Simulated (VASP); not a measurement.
A run of VASP 6.6.1 is set up as follows.

Contents of POSCAR:

```
PbSe
1.0
    4.3693437079      0.0000000000      0.0000000000
    0.0000000000      4.3693437079      0.0000000000
    0.0000000000      0.0000000000     24.2687776955
Pb Se
4 4
Direct
    0.5000000000      0.5000000000      0.3129157784
    0.0000000000      0.0000000000      0.4301605220
    0.5000000000      0.5000000000      0.5698393522
    0.0000000000      0.0000000000      0.6870842514
    0.0000000000      0.0000000000      0.3121648922
    0.5000000000      0.5000000000      0.4301937357
    0.0000000000      0.0000000000      0.5698064003
    0.5000000000      0.5000000000      0.6878350678
```

Contents of INCAR.step1:

```
  ALGO = Normal
  DIPOL = 0.5 0.5 0.500
  EDIFF = 1E-4
  ENCUT = 520
  GGA = PE
  IDIPOL = 3
  ISMEAR = 0
  LASPH = T
  LCHARG = F
  LDIPOL = T
  LREAL = F
  LWAVE = T
  NBANDS = 50
  NELM = 100
  PREC = Accurate
  SIGMA = 0.05
```

INCAR.step2

```
  ALGO = Normal
  DIPOL = 0.5 0.5 0.500
  EDIFF = 1E-7
  ENCUT = 520
  IDIPOL = 3
  ISIF = 2
  ISMEAR = 0
  ISTART = 1
  LASPH = T
  LCHARG = F
  LDIPOL = T
  LMIXTAU = T
  LREAL = F
  LWAVE = F
  METAGGA = R2SCAN
  NBANDS = 50
  NELM = 100
  PREC = Accurate
  SIGMA = 0.05
```

KPOINTS

```
k-points
0
Gamma
  6 6 1
```

Potentials or basis: VASP PAW PBE potentials, release 64 (Pb_d, Se).

Command:

```sh
$ cat potpaw_PBE.64/Pb_d/POTCAR potpaw_PBE.64/Se/POTCAR > POTCAR
$ cp INCAR.step1 INCAR
$ mpirun -np 1 vasp_std > vasp.out
$ cp INCAR.step2 INCAR
$ mpirun -np 1 vasp_std > vasp.out
```

Q: What does it give for the band gap on the k mesh?

A: 1.61 eV, direct.

Q: Predict the largest force.

A: 0.016 eV/Å.

Forces in eV/Å, atoms in the order of the input:
```
Pb   0.000  0.000 -0.001
Pb   0.000  0.000  0.015
Pb   0.000  0.000 -0.015
Pb   0.000  0.000  0.001
Se   0.000  0.000 -0.016
Se   0.000  0.000  0.009
Se   0.000  0.000 -0.009
Se   0.000  0.000  0.016
```

Caveat: the PAW data sets were made with another functional, which shifts forces and pressure a little; spin-orbit coupling is left out, which moves the levels of the heavy elements.
